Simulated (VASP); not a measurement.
SiSnO4:

```
Sn O Si
1.0
     4.52538    0.00000    0.00000
     0.00000    4.52538    0.00000
     0.00000    0.00000    5.96650
Sn O Si
2 8 2
Cartesian
  0.0000 2.2627 0.8020
  2.2627 0.0000 5.1645
  3.0810 3.7070 0.9208
  1.4443 0.8184 0.9208
  3.7070 1.4443 5.0457
  0.8184 3.0810 5.0457
  3.1775 3.6106 3.5672
  1.3479 0.9148 3.5672
  3.6106 1.3479 2.3993
  0.9148 3.1775 2.3993
  0.0000 2.2627 3.6600
  2.2627 0.0000 2.3065
```

```yaml
Program: VASP 6.6.1
Task: relaxation of cell and atoms
Functional: PBEsol
Potentials_or_basis: VASP PAW PBE potentials, release 64 (Sn_d, O, Si)
Cutoff: 600 eV
k_mesh: 6 × 6 × 4
Occupations: fermi-dirac, width 0.02 eV
Spin: no spin polarisation
```

At the start: pressure -5.9 GPa; volume 10.18 Å³/atom.

Problem. Where does the relaxation end?

Solution. Over 10 steps the energy falls by 5.4 meV/atom and the volume is 9.90 Å³/atom (-2.8 %); space group P-42_1m (No. 113, to 0.1 Å) before and after.

The path:
| step | energy change (eV) | largest force (eV/Å) | pressure (GPa) | volume (Å³) |
| --- | --- | --- | --- | --- |
| 1 | 0.0000 | 0.0364 | -5.90 | 122.19 |
| 2 | 0.0291 | 0.4212 | 7.97 | 115.68 |
| 3 | -0.0567 | 0.1697 | -0.06 | 119.21 |
| 4 | -0.0635 | 0.0808 | -0.01 | 118.89 |
| 5 | -0.0639 | 0.1130 | 0.02 | 118.78 |
| 6 | -0.0645 | 0.0922 | 0.01 | 118.71 |
| 7 | -0.0649 | 0.0293 | 0.01 | 118.74 |
| 8 | -0.0649 | 0.0257 | -0.01 | 118.74 |
| 9 | -0.0650 | 0.0065 | 0.00 | 118.74 |
| 10 | -0.0650 | 0.0032 | 0.01 | 118.74 |

Final structure:
```yaml
crystal:
  lattice:
    - [4.47130, 0.00000, 0.00000]
    - [0.00000, 4.47130, 0.00000]
    - [0.00000, 0.00000, 5.93935]
  atoms:
    - { symbol: Sn, position: [0.00000, 0.50000, 0.13437] }
    - { symbol: Sn, position: [0.50000, 0.00000, 0.86563] }
    - { symbol: O, position: [0.68132, 0.81868, 0.15403] }
    - { symbol: O, position: [0.31868, 0.18132, 0.15403] }
    - { symbol: O, position: [0.81868, 0.31868, 0.84597] }
    - { symbol: O, position: [0.18132, 0.68132, 0.84597] }
    - { symbol: O, position: [0.70398, 0.79602, 0.59828] }
    - { symbol: O, position: [0.29602, 0.20398, 0.59828] }
    - { symbol: O, position: [0.79602, 0.29602, 0.40172] }
    - { symbol: O, position: [0.20398, 0.70398, 0.40172] }
    - { symbol: Si, position: [0.00000, 0.50000, 0.61323] }
    - { symbol: Si, position: [0.50000, 0.00000, 0.38677] }
```

Caveat: the PAW data sets were made with another functional, which shifts forces and pressure a little.
